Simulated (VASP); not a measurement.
A run of VASP 6.6.1 is set up as follows.

The input POSCAR:

```
KBr
1.0
    4.0434990000      0.0000000000      0.0000000000
    0.0000000000      4.0434990000      0.0000000000
    0.0000000000      0.0000000000      4.0434990000
Br K
1 1
Direct
    0.5000000000      0.5000000000      0.5000000000
    0.0000000000      0.0000000000      0.0000000000
```

The input INCAR.step1:

```
PREC = Accurate
ENCUT = 520
EDIFF = 1E-6
ISMEAR = -5
SIGMA = 0.05
LREAL = F
LASPH = T
NELM = 150
ALGO = Normal
ISIF = 2
LWAVE = F
LCHARG = T
ISPIN = 2
MAGMOM = 3 2
GGA = PE
IVDW = 13
NBANDS = 19
```

Contents of KPOINTS.step1:

```
regular mesh
0
Gamma
  7 7 7
```

File INCAR.step2:

```
PREC = Accurate
ENCUT = 520
EDIFF = 1E-6
ISMEAR = -5
SIGMA = 0.05
LREAL = F
LASPH = T
NELM = 150
ALGO = Normal
ISIF = 2
LWAVE = F
LCHARG = F
ISPIN = 2
MAGMOM = 3 2
LORBIT = 11
GGA = PE
IVDW = 13
NEDOS = 2001
ICHARG = 11
```

KPOINTS.step2

```
regular mesh
0
Gamma
  11 11 11
```

Potentials or basis: VASP PAW PBE potentials, release 64 (Br, K_sv).

Launch:

```console
$ cat potpaw_PBE.64/Br/POTCAR potpaw_PBE.64/K_sv/POTCAR > POTCAR
$ cp INCAR.step1 INCAR
$ cp KPOINTS.step1 KPOINTS
$ mpirun -np 1 vasp_std > vasp.out
$ cp INCAR.step2 INCAR
$ cp KPOINTS.step2 KPOINTS
$ mpirun -np 1 vasp_std > vasp.out
```

Predict the net moment.

0.00 μB per cell.

What does it give for the dispersion energy per atom?

-0.137 eV.
